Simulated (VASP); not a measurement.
# BN (P6_3/mmc) in VASP: further runs

Aim: see how the results for BN move with the level of theory and the settings. Levels: PBEsol, r2SCAN, PBE+D3(BJ). Tasks: single point.

Program: VASP 6.6.1. These are calculated values, not measurements. Logs are shortened: lines on timing, memory, paths and dates and some standing lists are left out, and cuts for length are marked.

**1. The cell of the first run**

The structure is hexagonal, space group P6_3/mmc (No. 194). The conventional cell has a = 2.506 Å, b = 2.506 Å, c = 6.614 Å, α = 90.00°, β = 90.00°, γ = 120.00°. Within 1.9 Å of B (site symmetry -6m2) lie 3 N at 1.45 Å. Within 1.9 Å of N (site symmetry -6m2) lie 3 B at 1.45 Å.

**2. Single point, PBEsol**

INCAR reads:

```
SYSTEM = BN
ALGO = Normal
EDIFF = 1E-6
ENCUT = 520
GGA = PS
ISIF = 2
ISMEAR = 0
LASPH = .True.
LCHARG = .True.
LELF = .True.
LREAL = .False.
LVHAR = .True.
LWAVE = .False.
NBANDS = 16
NELM = 80
PREC = Accurate
SIGMA = 0.02
```

KPOINTS reads:

```
k-points
0
Gamma
  12 12 4
  0 0 0
```

POSCAR reads:

```
BN
1.0
    2.5064254139      0.0000000000      0.0000000000
   -1.2532127069      2.1706280811      0.0000000000
    0.0000000000      0.0000000000      6.6141239161
B N
2 2
Direct
    0.3333333333      0.6666666667      0.2500000000
    0.6666666667      0.3333333333      0.7500000000
    0.3333333333      0.6666666667      0.7500000000
    0.6666666667      0.3333333333      0.2500000000
```

Potentials or basis: VASP PAW PBE potentials, release 64 (B, N).

Run with:

```
$ cat potpaw_PBE.64/B/POTCAR potpaw_PBE.64/N/POTCAR > POTCAR
$ mpirun -np 1 vasp_std > vasp.out
```

OUTCAR:

```text
SYSTEM = BN
   EDIFF = 1E-6
   ENCUT = 520
   GGA = PS
   ISIF = 2
   ISMEAR = 0
   LASPH = .True.
   LREAL = .False.
   NELM = 80
   PREC = Accurate

 ion  position               nearest neighbor table
   1  0.333  0.667  0.250-   4 1.45   4 1.45   4 1.45
   2  0.667  0.333  0.750-   3 1.45   3 1.45   3 1.45
   3  0.333  0.667  0.750-   2 1.45   2 1.45   2 1.45
   4  0.667  0.333  0.250-   1 1.45   1 1.45   1 1.45

  LATTYP: Found a hexagonal cell.
 ALAT       =     2.5064254139
 C/A-ratio  =     2.6388672407

  Lattice vectors:

 A1 = (   2.5064254139,   0.0000000000,   0.0000000000)
 A2 = (  -1.2532127069,   2.1706280811,   0.0000000000)
 A3 = (   0.0000000000,   0.0000000000,   6.6141239161)

Analysis of symmetry for initial positions (statically):
=====================================================================
 Subroutine PRICEL returns:
 Original cell was already a primitive cell.

 Routine SETGRP: Setting up the symmetry group for a
 hexagonal supercell.

 Subroutine GETGRP returns: Found 24 space group operations
 (whereof 12 operations were pure point group operations)
 out of a pool of 24 trial point group operations.

The static configuration has the point symmetry D_3d.
 The point group associated with its full space group is D_6h.

Analysis of symmetry for dynamics (positions and initial velocities):
=====================================================================
 Subroutine PRICEL returns:
 Original cell was already a primitive cell.

 Routine SETGRP: Setting up the symmetry group for a
 hexagonal supercell.

 Subroutine GETGRP returns: Found 24 space group operations
 (whereof 12 operations were pure point group operations)
 out of a pool of 24 trial point group operations.

The dynamic configuration has the point symmetry D_3d.
 The point group associated with its full space group is D_6h.

 Subroutine INISYM returns: Found 24 space group operations
 (whereof 12 operations are pure point group operations),
 and found     1 'primitive' translations

----------------------------------------------------------------------------------------

                                     Primitive cell

  volume of cell :      35.9843

  direct lattice vectors                    reciprocal lattice vectors
     2.506425414  0.000000000  0.000000000     0.398974569  0.230348075  0.000000000
    -1.253212707  2.170628081  0.000000000     0.000000000  0.460696150  0.000000000
     0.000000000  0.000000000  6.614123916     0.000000000  0.000000000  0.151191603

  length of vectors
     2.506425414  2.506425414  6.614123916     0.460696150  0.460696150  0.151191603

  position of ions in fractional coordinates (direct lattice)
     0.333333333  0.666666667  0.250000000
     0.666666667  0.333333333  0.750000000
     0.333333333  0.666666667  0.750000000
     0.666666667  0.333333333  0.250000000

  ion indices of the primitive-cell ions
   primitive index   ion index
                 1           1
                 2           2
                 3           3
                 4           4

----------------------------------------------------------------------------------------

 KPOINTS: k-points

Automatic generation of k-mesh.
 Grid dimensions read from file:
 generate k-points for:   12   12    4

 Generating k-lattice:

  Cartesian coordinates                     Fractional coordinates (reciprocal lattice)
     0.033247881  0.019195673  0.000000000     0.083333333  0.000000000  0.000000000
     0.000000000  0.038391346  0.000000000     0.000000000  0.083333333  0.000000000
     0.000000000  0.000000000  0.037797901     0.000000000  0.000000000  0.250000000

  Length of vectors
     0.038391346  0.038391346  0.037797901

  Shift w.r.t. Gamma in fractional coordinates (k-lattice)
     0.000000000  0.000000000  0.000000000

 Subroutine IBZKPT returns following result:
 ===========================================

 Found     57 irreducible k-points:

 Following reciprocal coordinates:
            Coordinates               Weight
  0.000000  0.000000  0.000000      1.000000
  0.083333  0.000000  0.000000      6.000000
  0.166667  0.000000  0.000000      6.000000
  0.250000  0.000000  0.000000      6.000000
  0.333333  0.000000  0.000000      6.000000
  0.416667  0.000000  0.000000      6.000000
[... 16 lines left out ...]
  0.250000  0.000000  0.250000     12.000000
  0.333333  0.000000  0.250000     12.000000
 [... further k-points ...]
   k-points           NKPTS =     57   k-points in BZ     NKDIM =     57   number of bands    NBANDS=     16
   number of dos      NEDOS =    301   number of ions     NIONS =      4
   total plane-waves  NPLWV =  20000
   dimension x,y,z NGX =    20 NGY =   20 NGZ =   50
   dimension x,y,z NGXF=    40 NGYF=   40 NGZF=  100
   ions per type =               2   2
   NGX,Y,Z   is equivalent  to a cutoff of  13.27, 13.27, 12.57 a.u.
   NGXF,Y,Z  is equivalent  to a cutoff of  26.53, 26.53, 25.13 a.u.
 SYSTEM =  BN
[... 119 lines left out ...]
      5      -1.3670      2.00000
      6      -1.3015      2.00000
[... 8 lines left out ...]
     15      17.7936      0.00000
     16      20.6980      0.00000

 k-point     6 :       0.4167    0.0000    0.0000
  band No.  band energies     occupation
      1     -12.7234      2.00000
      2     -12.5699      2.00000
      3      -6.1117      2.00000
      4      -6.0238      2.00000
      5      -1.7802      2.00000
      6      -1.7119      2.00000
[... 8 lines left out ...]
     15      17.2471      0.00000
     16      21.0836      0.00000

 k-point     7 :       0.5000    0.0000    0.0000
  band No.  band energies     occupation
      1     -12.3131      2.00000
      2     -12.2385      2.00000
      3      -6.6969      2.00000
      4      -6.6287      2.00000
      5      -1.9231      2.00000
      6      -1.8538      2.00000
[... 8 lines left out ...]
     15      17.2426      0.00000
     16      20.8780      0.00000

 k-point     8 :       0.0833    0.0833    0.0000
  band No.  band energies     occupation
      1     -15.1333      2.00000
      2     -14.8345      2.00000
      3      -3.5297      2.00000
      4      -1.3660      2.00000
      5      -0.5737      2.00000
      6      -0.5511      2.00000
[... 8 lines left out ...]
     15      15.2773      0.00000
     16      16.1130      0.00000

 k-point     9 :       0.1667    0.0833    0.0000
  band No.  band energies     occupation
      1     -14.6102      2.00000
      2     -14.3317      2.00000
      3      -2.8014      2.00000
      4      -2.0735      2.00000
      5      -2.0340      2.00000
      6      -0.7279      2.00000
[... 8 lines left out ...]
     15      16.7179      0.00000
     16      17.5141      0.00000
[... 172 lines left out ...]
 k-point    19 :       0.3333    0.3333    0.0000
  band No.  band energies     occupation
      1     -11.6843      2.00000
      2     -11.6843      2.00000
      3      -5.8000      2.00000
      4      -5.6278      2.00000
      5      -4.9057      2.00000
      6      -4.9057      2.00000
[... 8 lines left out ...]
     15      18.7694      0.00000
     16      19.9376      0.00000

 k-point    20 :       0.0000    0.0000    0.2500
  band No.  band energies     occupation
      1     -15.4958      2.00000
      2     -15.2743      2.00000
      3      -3.8191      2.00000
      4      -2.2703      2.00000
      5       0.9046      2.00000
      6       0.9046      2.00000
[... 8 lines left out ...]
     15      14.6469      0.00000
     16      15.1147      0.00000

 k-point    21 :       0.0833    0.0000    0.2500
  band No.  band energies     occupation
      1     -15.3601      2.00000
      2     -15.1420      2.00000
      3      -3.6343      2.00000
      4      -2.0997      2.00000
      5       0.3466      2.00000
      6       0.3729      2.00000
[... 8 lines left out ...]
     15      14.7044      0.00000
     16      14.8647      0.00000

 k-point    22 :       0.1667    0.0000    0.2500
  band No.  band energies     occupation
      1     -14.9599      2.00000
      2     -14.7523      2.00000
      3      -3.0884      2.00000
      4      -1.6135      2.00000
      5      -1.0660      2.00000
      6      -1.0172      2.00000
[... 8 lines left out ...]
     15      15.9127      0.00000
     16      15.9988      0.00000

 k-point    23 :       0.2500    0.0000    0.2500
  band No.  band energies     occupation
      1     -14.3216      2.00000
      2     -14.1325      2.00000
      3      -2.8904      2.00000
      4      -2.8338      2.00000
      5      -2.1766      2.00000
      6      -0.7728      2.00000
[... 8 lines left out ...]
     15      18.1837      0.00000
     16      18.2688      0.00000

 k-point    24 :       0.3333    0.0000    0.2500
  band No.  band energies     occupation
      1     -13.5114      2.00000
      2     -13.3522      2.00000
      3      -4.6701      2.00000
      4      -4.6078      2.00000
      5      -1.3575      2.00000
      6      -1.3112      2.00000
[... 8 lines left out ...]
     15      18.8628      0.00000
     16      20.7065      0.00000

 [... further k-points ...]
[... 5 lines left out ...]
  --------------------------------------------------------------------------------------
  -------------------------------------------------------------------------------------
  Total       -0.0616679     -0.0616679      0.1939176     -0.0000000     -0.0000000      0.0000000
  in kB       -2.7457241     -2.7457241      8.6340649     -0.0000000     -0.0000000      0.0000000
  external PRESSURE =       1.0475389 kB  Pullay stress =       0.0000000 kB

 VOLUME and BASIS-vectors are now :
 -----------------------------------------------------------------------------
  energy-cutoff  :      520.00
  volume of cell :       35.98
      direct lattice vectors                 reciprocal lattice vectors
     2.506425414  0.000000000  0.000000000     0.398974569  0.230348075  0.000000000
    -1.253212707  2.170628081  0.000000000     0.000000000  0.460696150  0.000000000
     0.000000000  0.000000000  6.614123916     0.000000000  0.000000000  0.151191603

 POSITION                                       TOTAL-FORCE (eV/Angst)
 -----------------------------------------------------------------------------------
     -0.00000      1.44709      1.65353         0.000000     -0.000000      0.000000
      1.25321      0.72354      4.96059        -0.000000      0.000000      0.000000
     -0.00000      1.44709      4.96059        -0.000000      0.000000      0.000000
      1.25321      0.72354      1.65353         0.000000     -0.000000      0.000000
 -----------------------------------------------------------------------------------
    total drift:                                0.000000     -0.000000      0.000000

  FREE ENERGIE OF THE ION-ELECTRON SYSTEM (eV)
  ---------------------------------------------------
  free  energy   TOTEN  =       -36.5646136352 eV

  energy  without entropy=      -36.5646136352  energy(sigma->0) =      -36.56461364
```

Wall time 25 s (1 thread of Intel Xeon Platinum 8259CL at 2.50GHz (Skylake/Cascade Lake), shared host); peak memory 0.16 GiB.

What came out:

| Item | Value |
| --- | --- |
| Free energy | -36.5646 eV |
| Pressure | 0.1 GPa |
| Band gap on the k mesh | 4.16 eV, indirect (least direct gap 4.57 eV) |

Caveat: the PAW data sets were made with another functional, which shifts forces and pressure a little; this functional lacks dispersion, which binds the layers, so the pressure and a relaxed spacing across them are unreliable. A k mesh can miss the band edges.

(Part 1 of 2 ends here.)
